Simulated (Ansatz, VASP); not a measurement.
## One calculation of BP, two programs

```xyz
2
Lattice="0.0000 2.2980 2.2980 2.2980 0.0000 2.2980 2.2980 2.2980 0.0000" Properties=species:S:1:pos:R:3 pbc="T T T"
B     0.0000    0.0000    0.0000
P     1.1490    1.1490    1.1490
```

Alike in both runs: task relaxation of the atoms; functional r2SCAN; k mesh 10 × 10 × 10; occupations fermi-dirac, width 0.02 eV; no spin polarisation.

|  | VASP | Ansatz |
| --- | --- | --- |
| version | VASP 6.6.1 | Ansatz 0.2.0 |
| potentials or method | VASP PAW PBE potentials, release 64 (B, P), cutoff 520 eV | PAW plane waves |
| valence electrons in the cell | 8 | 8 |

Ansatz gave:

```
gap on the k mesh at the Fermi level, each at its own relaxed structure (eV) : 1.47
```

What did VASP give for the same quantities?

gap on the k mesh at the Fermi level, each at its own relaxed structure (eV): 1.50.

VASP's potentials were made for PBE, not for r2SCAN. Ansatz's warnings: stress scf threshold loose.

Noted on VASP's run: the relaxation stopped at its first step, so nothing moved.
